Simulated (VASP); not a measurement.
Pd:

```
Pd
1.0
     0.00000    1.94650    1.94650
     1.94650    0.00000    1.94650
     1.94650    1.94650    0.00000
Pd
1
Direct
  0.00000 0.00000 0.00000
```

```yaml
Program: VASP 6.6.1
Task: relaxation of volume and atoms at fixed shape
Functional: LDA
Potentials_or_basis: VASP PAW LDA potentials, release 64 (Pd)
Cutoff: 600 eV
k_mesh: 18 × 18 × 18
Occupations: gaussian, width 0.1 eV
Spin: no spin polarisation
```

At the start: pressure -8.3 GPa; volume 14.75 Å³/atom.

**Question.** How do energy, volume and symmetry change on relaxing?

**Answer.** Over 3 steps the energy falls by 16.0 meV/atom and the volume is 14.17 Å³/atom (-3.9 %); space group Fm-3m (No. 225, to 0.05 Å).

The path:
```tsv
step	energy change (eV)	largest force (eV/Å)	pressure (GPa)	volume (Å³)
1	0.0000	0.0000	-8.32	14.75
2	0.0408	0.0000	19.96	13.18
3	-0.0160	0.0000	-0.20	14.17
```

Final structure:
```yaml
crystal:
  lattice:
    - [0.00000, 1.92077, 1.92077]
    - [1.92077, 0.00000, 1.92077]
    - [1.92077, 1.92077, 0.00000]
  atoms:
    - { symbol: Pd, position: [0.00000, 0.00000, 0.00000] }
```
